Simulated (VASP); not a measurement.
# TiB2 (P6/mmm) in VASP: notebook, part 2 of 3

VASP 6.6.1. The steps go on from the part before.

## (4) Single point, PBE

This run uses another cell than the first one, of 8.55 Å³/atom, 1.035 times its volume.

Input file INCAR:

```
SYSTEM = TiB2
PREC = Accurate
ENCUT = 520
EDIFF = 1E-6
ISMEAR = 0
SIGMA = 0.03
LREAL = .FALSE.
LASPH = .TRUE.
NELM = 80
ALGO = Normal
ISIF = 2
LWAVE = .FALSE.
LCHARG = .FALSE.
GGA = PE
NBANDS = 16
```

Input file KPOINTS:

```
regular mesh
0
G
  10 10 8
  0 0 0
```

Input file POSCAR:

```
TiB2
1.0
    3.0292000000      0.0000000000      0.0000000000
   -1.5146000000      2.6233641531      0.0000000000
    0.0000000000      0.0000000000      3.2284000000
Ti B
1 2
Direct
    0.0000000000      0.0000000000      0.0000000000
    0.6666666667      0.3333333333      0.5000000000
    0.3333333333      0.6666666667      0.5000000000
```

Potentials or basis: VASP PAW PBE potentials, release 64 (Ti_sv, B).

On the command line:

```
$ cat potpaw_PBE.64/Ti_sv/POTCAR potpaw_PBE.64/B/POTCAR > POTCAR
$ mpirun -np 1 vasp_std > vasp.out
```

OUTCAR:

```text
SYSTEM = TiB2
   PREC = Accurate
   ENCUT = 520
   EDIFF = 1E-6
   ISMEAR = 0
   LREAL = .FALSE.
   LASPH = .TRUE.
   NELM = 80
   ISIF = 2
   GGA = PE

 ion  position               nearest neighbor table
   1  0.000  0.000  0.000-   2 2.38   3 2.38   2 2.38   3 2.38   3 2.38   3 2.38   2 2.38   2 2.38
                             2 2.38   2 2.38   3 2.38   3 2.38
   2  0.667  0.333  0.500-   3 1.75   3 1.75   3 1.75   1 2.38   1 2.38   1 2.38   1 2.38   1 2.38
                             1 2.38
   3  0.333  0.667  0.500-   2 1.75   2 1.75   2 1.75   1 2.38   1 2.38   1 2.38   1 2.38   1 2.38
                             1 2.38

  LATTYP: Found a hexagonal cell.
 ALAT       =     3.0292000000
 C/A-ratio  =     1.0657599366

  Lattice vectors:

 A1 = (   3.0292000000,   0.0000000000,   0.0000000000)
 A2 = (  -1.5146000000,   2.6233641531,   0.0000000000)
 A3 = (   0.0000000000,   0.0000000000,   3.2284000000)

Analysis of symmetry for initial positions (statically):
=====================================================================
 Subroutine PRICEL returns:
 Original cell was already a primitive cell.

 Routine SETGRP: Setting up the symmetry group for a
 hexagonal supercell.

 Subroutine GETGRP returns: Found 24 space group operations
 (whereof 24 operations were pure point group operations)
[... 165 lines left out ...]
  energy without entropy =      -24.41992566  energy(sigma->0) =      -24.42029928

 E-fermi :   9.9369     XC(G=0): -12.7685

 val. band max:        9.9141483891   @ k =   0.2000   0.2000   0.1250
 cond. band min:       9.9400551299   @ k =   0.3000   0.2000   0.0000
 fundamental gap:      0.0259067408
 Fermi energy:         9.9369107166

 k-point     1 :       0.0000    0.0000    0.0000
  band No.  band energies     occupation
      1     -46.9615      2.00000
      2     -23.3022      2.00000
      3     -23.0037      2.00000
      4     -23.0037      2.00000
      5      -3.5062      2.00000
      6       7.3970      2.00000
[... 433 lines left out ...]
      3     -23.2587      2.00000
      4     -23.1157      2.00000
      5       0.1687      2.00000
      6       1.6146      2.00000
[... 8 lines left out ...]
     15      18.5866      0.00000
     16      19.5132      0.00000

 [... further k-points ...]
[... 5 lines left out ...]
  --------------------------------------------------------------------------------------
  -------------------------------------------------------------------------------------
  Total        0.0957448      0.0957448      0.0863144      0.0000000     -0.0000000     -0.0000000
  in kB        5.9793189      5.9793189      5.3903876      0.0000000     -0.0000000     -0.0000000
  external PRESSURE =       5.7830084 kB  Pullay stress =       0.0000000 kB

 VOLUME and BASIS-vectors are now :
 -----------------------------------------------------------------------------
  energy-cutoff  :      520.00
  volume of cell :       25.66
      direct lattice vectors                 reciprocal lattice vectors
     3.029200000  0.000000000  0.000000000     0.330120164  0.190594965  0.000000000
    -1.514600000  2.623364153  0.000000000     0.000000000  0.381189931  0.000000000
     0.000000000  0.000000000  3.228400000     0.000000000  0.000000000  0.309750960

 POSITION                                       TOTAL-FORCE (eV/Angst)
 -----------------------------------------------------------------------------------
      0.00000      0.00000      0.00000        -0.000000      0.000000      0.000000
      1.51460      0.87445      1.61420         0.000000      0.000000      0.000000
     -0.00000      1.74891      1.61420        -0.000000     -0.000000      0.000000
 -----------------------------------------------------------------------------------
    total drift:                               -0.000000      0.000000      0.000000

  FREE ENERGIE OF THE ION-ELECTRON SYSTEM (eV)
  ---------------------------------------------------
  free  energy   TOTEN  =       -24.4206729127 eV

  energy  without entropy=      -24.4199256572  energy(sigma->0) =      -24.42029928
```

OSZICAR:

```text
N       E                     dE             d eps       ncg     rms          rms(c)
DAV:   1     0.124091118083E+03    0.12409E+03   -0.89630E+03  2240   0.127E+03
DAV:   2    -0.222042539673E+02   -0.14630E+03   -0.14101E+03  2392   0.343E+02
DAV:   3    -0.294336660105E+02   -0.72294E+01   -0.71483E+01  3264   0.739E+01
DAV:   4    -0.295891736284E+02   -0.15551E+00   -0.15545E+00  2640   0.982E+00
DAV:   5    -0.295933442559E+02   -0.41706E-02   -0.41704E-02  3320   0.136E+00    0.167E+01
DAV:   6    -0.244375146140E+02    0.51558E+01   -0.20846E+01  3200   0.485E+01    0.382E+00
DAV:   7    -0.244204063968E+02    0.17108E-01   -0.10567E+00  2400   0.118E+01    0.335E+00
DAV:   8    -0.244239728928E+02   -0.35665E-02   -0.92827E-02  3672   0.254E+00    0.799E-01
DAV:   9    -0.244214873962E+02    0.24855E-02   -0.43785E-02  2776   0.263E+00    0.297E-01
DAV:  10    -0.244206657098E+02    0.82169E-03   -0.31500E-03  2768   0.680E-01    0.654E-02
DAV:  11    -0.244207030864E+02   -0.37377E-04   -0.79970E-04  2984   0.325E-01    0.617E-02
DAV:  12    -0.244206733003E+02    0.29786E-04   -0.11931E-04  2608   0.141E-01    0.186E-02
DAV:  13    -0.244206729127E+02    0.38759E-06   -0.73800E-06  3080   0.240E-02
   1 F= -.24420673E+02 E0= -.24420299E+02  d E =-.747256E-03
```

Wall time 36 s (1 thread of Intel Xeon Platinum 8259CL at 2.50GHz (Skylake/Cascade Lake), shared host); peak memory 0.15 GiB.

Results:

```yaml
Free_energy: -24.4207 eV
Pressure: 0.6 GPa
Band_gap_on_the_k_mesh: zero (band 9 reaches 10.38 eV, above the bottom of band 10 at 9.82 eV)
```

Levels at points of the mesh, in eV from the Fermi level:
```tsv
k point	band 7	band 8	band 9	band 10	band 11	band 12
(0.00, 0.00, 0.00)	-2.54	-2.27	-2.05	1.95	1.95	3.71
(0.50, 0.00, 0.00)	-3.20	-3.16	-2.20	1.40	2.79	3.27
(0.00, 0.00, 0.50)	-0.49	-0.49	-0.11	-0.11	0.49	0.49
(0.50, 0.00, 0.50)	-4.57	-3.76	-3.08	2.54	2.97	4.52
```

## (5) Relaxation of cell and atoms, BLYP+D3(BJ)

This run uses another cell than the first one, of 8.55 Å³/atom, 1.035 times its volume.

Input file INCAR:

```
PREC     = Accurate       # precision mode
ENCUT    = 600            # plane-wave cutoff, eV
EDIFF    = 1E-6           # SCF threshold, eV
ISMEAR   = -1             # smearing method
SIGMA    = 0.05           # smearing width, eV
LREAL    = False          # projectors in reciprocal space
LASPH    = True           # aspherical terms in the spheres
NELM     = 60             # most SCF steps
ALGO     = Normal         # electronic algorithm
ISIF     = 3              # what is computed and relaxed
LWAVE    = False          # write WAVECAR
LCHARG   = False          # write CHGCAR
GGA      = B5             # functional
ALDAX    = 1.0          
AGGAX    = 1.0          
AGGAC    = 1.0          
ALDAC    = 0.0          
IVDW     = 12             # dispersion correction
VDW_S6   = 1.0          
VDW_S8   = 2.6996       
VDW_A1   = 0.4298       
VDW_A2   = 4.2359       
IBRION   = 2              # ionic algorithm
NSW      = 60             # ionic steps
EDIFFG   = -0.01          # ionic threshold
```

Input file KPOINTS:

```
Automatic mesh
0
Gamma
  10 10 8
```

POSCAR is that of step 4.

Potentials or basis: VASP PAW PBE potentials, release 64 (Ti_sv, B).

On the command line:

```
$ cat potpaw_PBE.64/Ti_sv/POTCAR potpaw_PBE.64/B/POTCAR > POTCAR
$ mpirun -np 1 vasp_std > vasp.out
```

OUTCAR:

```text
PREC = Accurate
   ENCUT = 600
   EDIFF = 1E-6
   ISMEAR = -1
   LREAL = False
   LASPH = True
   NELM = 60
   ISIF = 3
   GGA = B5
   IVDW = 12
   IBRION = 2
   NSW = 60
   EDIFFG = -0.01
 IVDW          = 12

 ion  position               nearest neighbor table
   1  0.000  0.000  0.000-   2 2.38   3 2.38   2 2.38   3 2.38   3 2.38   3 2.38   2 2.38   2 2.38
                             2 2.38   2 2.38   3 2.38   3 2.38
   2  0.667  0.333  0.500-   3 1.75   3 1.75   3 1.75   1 2.38   1 2.38   1 2.38   1 2.38   1 2.38
                             1 2.38
   3  0.333  0.667  0.500-   2 1.75   2 1.75   2 1.75   1 2.38   1 2.38   1 2.38   1 2.38   1 2.38
                             1 2.38

  LATTYP: Found a hexagonal cell.
 ALAT       =     3.0292000000
 C/A-ratio  =     1.0657599366

  Lattice vectors:

 A1 = (   3.0292000000,   0.0000000000,   0.0000000000)
 A2 = (  -1.5146000000,   2.6233641531,   0.0000000000)
 A3 = (   0.0000000000,   0.0000000000,   3.2284000000)

Analysis of symmetry for initial positions (statically):
=====================================================================
 Subroutine PRICEL returns:
 Original cell was already a primitive cell.

 Routine SETGRP: Setting up the symmetry group for a
 hexagonal supercell.

 Subroutine GETGRP returns: Found 24 space group operations
 (whereof 24 operations were pure point group operations)
 out of a pool of 24 trial point group operations.

The static configuration has the point symmetry D_6h.

Analysis of symmetry for dynamics (positions and initial velocities):
=====================================================================
 Subroutine PRICEL returns:
 Original cell was already a primitive cell.

 Routine SETGRP: Setting up the symmetry group for a
 hexagonal supercell.

 Subroutine GETGRP returns: Found 24 space group operations
 (whereof 24 operations were pure point group operations)
 out of a pool of 24 trial point group operations.

The dynamic configuration has the point symmetry D_6h.

 Subroutine INISYM returns: Found 24 space group operations
 (whereof 24 operations are pure point group operations),
 and found     1 'primitive' translations

----------------------------------------------------------------------------------------

                                     Primitive cell

  volume of cell :      25.6551

  direct lattice vectors                    reciprocal lattice vectors
     3.029200000  0.000000000  0.000000000     0.330120164  0.190594965  0.000000000
    -1.514600000  2.623364153  0.000000000     0.000000000  0.381189931  0.000000000
     0.000000000  0.000000000  3.228400000     0.000000000  0.000000000  0.309750960

  length of vectors
     3.029200000  3.029200000  3.228400000     0.381189931  0.381189931  0.309750960

  position of ions in fractional coordinates (direct lattice)
     0.000000000  0.000000000  0.000000000
     0.666666667  0.333333333  0.500000000
     0.333333333  0.666666667  0.500000000

  ion indices of the primitive-cell ions
   primitive index   ion index
                 1           1
                 2           2
                 3           3

----------------------------------------------------------------------------------------

 KPOINTS: Automatic mesh

Automatic generation of k-mesh.
 Grid dimensions read from file:
 generate k-points for:   10   10    8

 Generating k-lattice:

  Cartesian coordinates                     Fractional coordinates (reciprocal lattice)
     0.033012016  0.019059497  0.000000000     0.100000000  0.000000000  0.000000000
     0.000000000  0.038118993  0.000000000     0.000000000  0.100000000  0.000000000
     0.000000000  0.000000000  0.038718870     0.000000000  0.000000000  0.125000000

  Length of vectors
     0.038118993  0.038118993  0.038718870

  Shift w.r.t. Gamma in fractional coordinates (k-lattice)
     0.000000000  0.000000000  0.000000000

 Subroutine IBZKPT returns following result:
 ===========================================

 Found     70 irreducible k-points:

 Following reciprocal coordinates:
            Coordinates               Weight
  0.000000  0.000000  0.000000      1.000000
  0.100000 -0.000000  0.000000      6.000000
  0.200000 -0.000000  0.000000      6.000000
  0.300000 -0.000000  0.000000      6.000000
  0.400000 -0.000000  0.000000      6.000000
  0.500000 -0.000000  0.000000      3.000000
[... 16 lines left out ...]
  0.300000  0.100000  0.125000     24.000000
  0.400000  0.100000  0.125000     24.000000
 [... further k-points ...]
   k-points           NKPTS =     70   k-points in BZ     NKDIM =     70   number of bands    NBANDS=     13
   number of dos      NEDOS =    301   number of ions     NIONS =      3
   total plane-waves  NPLWV =  16128
   dimension x,y,z NGX =    24 NGY =   24 NGZ =   28
   dimension x,y,z NGXF=    48 NGYF=   48 NGZF=   56
   ions per type =               1   2
   NGX,Y,Z   is equivalent  to a cutoff of  13.17, 13.17, 14.42 a.u.
   NGXF,Y,Z  is equivalent  to a cutoff of  26.34, 26.34, 28.84 a.u.
 SYSTEM =  unknown system
   PREC   = accura    normal or accurate (medium, high low for compatibility)
   ISTART =      0    job   : 0-new  1-cont  2-samecut
   ICHARG =      2    charge: 1-file 2-atom 10-const
   ISPIN  =      1    spin polarized calculation?
   LNONCOLLINEAR =      F non collinear calculations
   LSORBIT =      F    spin-orbit coupling
   LASPH  =      T    aspherical Exc in radial PAW
   ENCUT  =  600.0 eV  44.10 Ry    6.64 a.u.   6.05  6.05  6.45*2*pi/ulx,y,z
   NELM   =     60;   NELMIN=  2; NELMDL= -5     # of ELM steps
   EDIFF  = 0.1E-05   stopping-criterion for ELM
   LREAL  =      F    real-space projection
   EDIFFG = -.1E-01   stopping-criterion for IOM
   NSW    =     60    number of steps for IOM
   IBRION =      2    ionic relax: 0-MD 1-quasi-New 2-CG
   NFREE  =      1    steps in history (QN), initial steepest desc. (CG)
   ISIF   =      3    stress and relaxation
   ISYM   =      2    0-nonsym 1-usesym 2-fastsym
   POTIM  = 0.5000    time-step for ionic-motion
   TEBEG  =    0.0;   TEEND  =   0.0 temperature during run
   PSTRESS=    0.0 pullay stress
   NELECT =      18.0000    total number of electrons
   NUPDOWN=      -1.0000    fix difference up-down
   EMIN   =  10.00;   EMAX   =-10.00  energy-range for DOS
   EFERMI =   0.00;   METHOD = LEGACY
   ISMEAR =    -1;   SIGMA  =   0.05  broadening in eV -4-tet -1-fermi 0-gaus
   EFERMI_NEDOS =   21; number of points for ismear=-14 and -15
   IALGO  =     38    algorithm
   IMIX   =      4    mixing-type and parameters
     AMIX     =   0.40;   BMIX     =  1.00
     AMIX_MAG =   1.60;   BMIX_MAG =  1.00
  volume/ion in A,a.u.               =       8.55        57.71
  Fermi-wavevector in a.u.,A,eV,Ry     =   1.454703  2.748990 28.792122  2.116161
  Thomas-Fermi vector in A             =   2.571823
   LORBIT       =      0    0 simple, 1 ext, 2 COOP (PROOUT), +10 PAW based schemes
   GGA     = B5    functional components
   LHFCALC =     F    Hartree Fock is set to
   AEXX    =    0.0000 exact exchange contribution
   IVDW    =    12    specifies the selected vdW correction
   LEPSILON=     F    determine dielectric tensor
   LRPA    =     F    only Hartree local field effects (RPA)
 conjugate gradient relaxation of ions
 non-spin polarized calculation
  energy-cutoff  :      600.00
  volume of cell :       25.66
 maximum number of plane-waves:       878
   NGX = 13   NGY = 13   NGZ = 13

--------------------------------------- Ionic step        1  -------------------------------------------

 number of electron      18.0000002 magnetization

 Free energy of the ion-electron system (eV)
  ---------------------------------------------------
  ext. energy  EPLUGINS =         0.00000000
  ---------------------------------------------------
  free energy    TOTEN  =       -21.72938990 eV

  energy without entropy =      -21.72280226  energy(sigma->0) =      -21.72609608

------------------------ aborting loop because EDIFF is reached ----------------------------------------

 Edisp (eV)   -2.80325

 E8    (eV) :    -2.0111
[... 73 lines left out ...]
--------------------------------------- Ionic step        3  -------------------------------------------

 number of electron      18.0000004 magnetization

 Free energy of the ion-electron system (eV)
  ---------------------------------------------------
  ext. energy  EPLUGINS =         0.00000000
  ---------------------------------------------------
  free energy    TOTEN  =       -21.64274247 eV

  energy without entropy =      -21.63657680  energy(sigma->0) =      -21.63965964

 E-fermi :  10.8573     XC(G=0): -12.3419

 val. band max:       10.8329950941   @ k =   0.2000   0.2000   0.1250
 cond. band min:      10.8665678231   @ k =   0.3000   0.2000   0.0000
 fundamental gap:      0.0335727291
 Fermi energy:        10.8573137336

 k-point     1 :       0.0000    0.0000    0.0000
  band No.  band energies     occupation
      1     -45.8362      2.00000
      2     -22.3493      2.00000
      3     -22.0032      2.00000
      4     -22.0032      2.00000
      5      -2.6692      2.00000
      6       8.2329      2.00000
      7       8.2329      2.00000
      8       8.5472      2.00000
      9       8.8160      2.00000
     10      12.8342      0.00000
     11      12.8342      0.00000
     12      14.5648      0.00000
     13      14.5648      0.00000
[... 354 lines left out ...]
  band No.  band energies     occupation
      1     -45.7662      2.00000
      2     -22.4442      2.00000
      3     -22.2951      2.00000
      4     -22.1336      2.00000
      5       1.0456      2.00000
      6       2.4881      2.00000
      7       6.4811      2.00000
      8       7.6772      2.00000
      9       9.1764      2.00000
     10      12.0757      0.00000
     11      13.4754      0.00000
     12      13.8079      0.00000
     13      15.4998      0.00000

 [... further k-points ...]

------------------------ aborting loop because EDIFF is reached ----------------------------------------

 Edisp (eV)   -2.93109

 E8    (eV) :    -2.1031
[... 26 lines left out ...]
  FREE ENERGIE OF THE ION-ELECTRON SYSTEM (eV)
  ---------------------------------------------------
  free  energy   TOTEN  =       -24.5738350246 eV

  energy  without entropy=      -24.5676693535  energy(sigma->0) =      -24.57075219

 reached required accuracy - stopping structural energy minimisation
```

It took 2.1 min on 1 thread of Intel Xeon Platinum 8259CL at 2.50GHz (Skylake/Cascade Lake), shared host; peak memory 0.18 GiB.

What came out:

```
Free energy                            : -24.5738 eV
Relaxed volume                         : 8.19 Å³/atom
Relaxed cell                           : a = 2.979 Å, b = 2.979 Å, c = 3.197 Å, α = 90.00°, β = 90.00°, γ = 120.00°
Space group after relaxing (to 0.05 Å) : P6/mmm (No. 191)
Energy gained by relaxing              : 13.7 meV/atom
Ionic steps                            : 3
Pressure after relaxing                : 0.0 GPa
Band gap on the k mesh                 : zero (band 9 reaches 11.27 eV, above the bottom of band 10 at 10.78 eV)
Dispersion energy per atom             : -0.977 eV
```

The path:
```
step  energy change (eV)  largest force (eV/Å)  pressure (GPa)  volume (Å³)
   1              0.0000                0.0000          -11.05        25.66
   2              0.0009                0.0000           12.91        23.53
   3             -0.0412                0.0000           -0.05        24.57
```

Final structure:
```xyz
3
Lattice="2.9789 0.0000 0.0000 -1.4894 2.5798 0.0000 0.0000 0.0000 3.1968" Properties=species:S:1:pos:R:3 pbc="T T T"
Ti    0.0000    0.0000    0.0000
B     1.4894    0.8599    1.5984
B     0.0000    1.7199    1.5984
```

Caveat: the PAW data sets were made with another functional, which shifts forces and pressure a little; pairwise dispersion overbinds metals, which lowers pressure and volume.

(Continued in part 3 of 3.)
